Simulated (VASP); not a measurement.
Write the native input for VASP 6.6.1 that does the following.

- Task: single point
- Functional: LDA
- Potentials or basis: VASP PAW LDA potentials, release 64 (Nb_sv, Ru_pv)
- Cutoff: 520 eV
- k mesh: 14 × 14 × 12
- Occupations: fermi-dirac, width 0.15 eV
- Spin: no spin polarisation
- Dipole correction: no
- Further INCAR settings: ALGO = Fast; EDIFF = 1e-06; NBANDS = 20

The structure of NbRu lies in POSCAR:

```
NbRu
1.0
    3.0072575248      0.0000000000      0.0000000000
    0.0000000000      3.0072575248      0.0000000000
    0.0000000000      0.0000000000      3.3625534868
Nb Ru
1 1
Direct
    0.0000000000      0.0000000000      0.0000000000
    0.5000000000      0.5000000000      0.5000000000
```

One way to write it, as run:

INCAR

```
SYSTEM = NbRu
  PREC = Accurate
  ENCUT = 520
  EDIFF = 1E-6
  ISMEAR = -1
  SIGMA = 0.15
  LREAL = .FALSE.
  LASPH = .TRUE.
  NELM = 80
  ALGO = Fast
  ISIF = 2
  LWAVE = .FALSE.
  LCHARG = .FALSE.
  GGA = CA
  NBANDS = 20
```

KPOINTS

```
regular mesh
0
G
  14 14 12
  0 0 0
```

Potentials or basis: VASP PAW LDA potentials, release 64 (Nb_sv, Ru_pv).

Run with:

```sh
$ cat potpaw_LDA.64/Nb_sv/POTCAR potpaw_LDA.64/Ru_pv/POTCAR > POTCAR
$ mpirun -np 1 vasp_std > vasp.out
```

It gave:

| Quantity | Value |
| --- | --- |
| Pressure | -0.8 GPa |

Run time: 2.1 min on 1 thread of Intel(R) Xeon(R) 6975P-C (Granite Rapids), on a shared host, peak memory 0.25 GiB.
